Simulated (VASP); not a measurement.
Runs of VASP 6.6.1 on C. The structure is that of space group P6/mmm (No. 191), or close to it. The cells are those of the table. 

```csv
cell,gap on the mesh (eV),pressure (GPa)
"a = 2.250, b = 2.250, c = 10.153 Å, angles 90.0, 90.0, 120.0°, 2 atoms",none,-
"a = 2.379, b = 2.379, c = 9.083 Å, angles 90.0, 90.0, 120.0°, 2 atoms",none,-
"a = 2.593, b = 2.593, c = 7.649 Å, angles 90.0, 90.0, 120.0°, 2 atoms",none,-14.7
"a = 2.311, b = 2.311, c = 9.625 Å, angles 90.0, 90.0, 120.0°, 2 atoms",none,-
"a = 2.490, b = 2.490, c = 8.295 Å, angles 90.0, 90.0, 120.0°, 2 atoms",none,-
"a = 2.646, b = 2.646, c = 7.346 Å, angles 90.0, 90.0, 120.0°, 2 atoms",none,(a)
"a = 2.525, b = 2.525, c = 8.063 Å, angles 90.0, 90.0, 120.0°, 2 atoms",none,-
"a = 2.417, b = 2.417, c = 8.806 Å, angles 90.0, 90.0, 120.0°, 2 atoms",none,-
```

Alike in all rows: task single point; level PBE+D3(BJ); potentials or basis VASP PAW PBE potentials, release 64 (C); no spin polarisation; k mesh 24 × 24 × 6; cutoff (eV) 520; smearing gaussian 0.15 eV.

Problem. Fill in the values left out.

Solution. (a) -19.6.

Caveats: pairwise dispersion overbinds metals, which lowers pressure and volume (some runs).

A gap of «none» marks levels without a gap at the run's occupations.
